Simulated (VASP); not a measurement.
Wanted: the native input for a VASP 6.6.1 run.

```
Task                   : single point
Functional             : PBE
Dispersion             : D3(BJ)
Potentials or basis    : VASP PAW PBE potentials, release 64 (O, C)
Cutoff                 : 520 eV
k mesh                 : 9 × 9 × 1
Occupations            : gaussian, width 0.05 eV
Spin                   : no spin polarisation
Dipole correction      : yes
Further INCAR settings : LREAL = Auto; ALGO = Normal; EDIFF = 1e-07; NBANDS = 52
```

The structure of C17O lies in POSCAR:

```
C17O
1.0
    7.3974391349      0.0000000000      0.0000000000
   -3.6987195674      6.4058367027      0.0000000000
    0.0000000000      0.0000000000     17.0000000000
O C
1 17
Direct
    0.0277770278      0.0555540556      0.4999999655
    0.0267254408      0.3880272757      0.5000000021
    0.0267251391      0.7220272812      0.5000000012
    0.3613058659      0.0566081925      0.5000000027
    0.3613018349      0.3880272757      0.5000000021
    0.3611103309      0.7222206617      0.5000000081
    0.6953023266      0.0566081925      0.5000000027
    0.6944444361      0.3888888722      0.4999999967
    0.6953021421      0.7220272812      0.5000000012
    0.1441135854      0.2882271709      0.5000000023
    0.1397326547      0.6115326169      0.5000000063
    0.1441181033      0.9392194981      0.5000000018
    0.4734729414      0.2784050446      0.4999999977
    0.4717999623      0.6115326169      0.5000000063
    0.4718018379      0.9436036758      0.5000000077
    0.8049321032      0.2784050446      0.4999999977
    0.8049328729      0.6098657458      0.4999999961
    0.7951013947      0.9392194981      0.5000000018
```

These files were run (other wordings do the same):

INCAR

```
SYSTEM = C17O
  PREC = Accurate
  ENCUT = 520
  EDIFF = 1E-7
  ISMEAR = 0
  SIGMA = 0.05
  LREAL = Auto
  LASPH = .TRUE.
  NELM = 60
  ALGO = Normal
  ISIF = 2
  LWAVE = .FALSE.
  LCHARG = .FALSE.
  LDIPOL = .TRUE.
  IDIPOL = 3
  DIPOL = 0.5 0.5 0.500
  GGA = PE
  IVDW = 12
  NBANDS = 52
```

KPOINTS

```
Automatic mesh
0
G
  9 9 1
  0 0 0
```

Potentials or basis: VASP PAW PBE potentials, release 64 (O, C).

Command:

```sh
$ cat potpaw_PBE.64/O/POTCAR potpaw_PBE.64/C/POTCAR > POTCAR
$ mpirun -np 1 vasp_std > vasp.out
```

It gave:

* Largest force: 0.031 eV/Å
* Band gap on the k mesh: zero (bands 37 and 38 overlap by 0.47 eV)
* Dispersion energy per atom: -0.086 eV

It took 70 min on 1 thread of Intel Xeon 8259CL, on a shared host, peak memory 1.1 GiB.
